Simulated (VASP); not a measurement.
Runs of VASP 6.6.1 on ZrInS3. The structure is that of space group P4mm (No. 99), or close to it. The cells are those of the table. 

```tsv
task	spin	cell	cutoff (eV)	gap on the mesh (eV)	pressure (GPa)	largest force (eV/Å)
relaxation of cell and atoms	off	relaxed from a = 4.399, b = 4.399, c = 5.566 Å, 5 atoms	600	none	0.0	0.01
single point	off	a = 4.399, b = 4.399, c = 5.566 Å, 5 atoms	520	none	4.7	(a)
single point	collinear, ferromagnetic start	a = 4.395, b = 4.395, c = 6.493 Å, 5 atoms	520	none	0.0	0.01
single point	off	a = 4.395, b = 4.395, c = 6.493 Å, 5 atoms	520	none	0.0	0.01
```

Alike in all rows: level PBE; potentials or basis VASP PAW PBE potentials, release 64 (Zr_sv, In_d, S); k mesh 4 × 4 × 4; smearing gaussian 0.1 eV.

Problem. Estimate the missing entries.

Solution. (a) 1.52.

Caveats: spin-orbit coupling is left out, which moves the levels of the heavy elements; forces of over 1 eV/Å act on the atoms, so gaps and moduli don't describe the material at rest (some runs).

A k mesh can miss the band edges, and the runs leave out spin-orbit coupling on In, Zr.

A gap of «none» marks levels without a gap at the run's occupations.
